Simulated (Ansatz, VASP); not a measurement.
**One calculation of CaTl2H2, two programs**

```xyz
5
Lattice="5.1452 0.0000 0.0000 -2.5726 4.4559 0.0000 0.0000 0.0000 5.0787" Properties=species:S:1:pos:R:3 pbc="T T T"
Ca    0.0000    0.0000    0.0000
Tl    0.0000    2.9706    1.4093
Tl    2.5726    1.4853    3.6694
H     0.0000    0.0000    1.9345
H     0.0000    0.0000    3.1442
```

Alike in both runs: task relaxation of cell and atoms; functional PBE; k mesh 6 × 6 × 4; occupations gaussian, width 0.1 eV; no spin polarisation.

|  | VASP | Ansatz |
| --- | --- | --- |
| version | VASP 6.6.1 | Ansatz 0.2.0 |
| potentials or method | VASP PAW PBE potentials, release 64 (Ca_sv, Tl_d, H), cutoff 600 eV | scalar-relativistic, plane waves, PAW |
| valence electrons in the cell | 38 | 38 |

|  | VASP | Ansatz | Ansatz less VASP |
| --- | --- | --- | --- |
| gap on the k mesh at the Fermi level, each at its own relaxed structure (eV) | none | none | - |
| relaxed volume (Å³/atom) | 22.93 | 22.99 | +0.061 |
| relaxed length of the cell vector where the two differ most in proportion (Å) | 5.964 | 5.912 | -0.0519 |

A gap of «none» marks a metal or a gap that the smearing closes.

Spin-orbit coupling is off throughout.
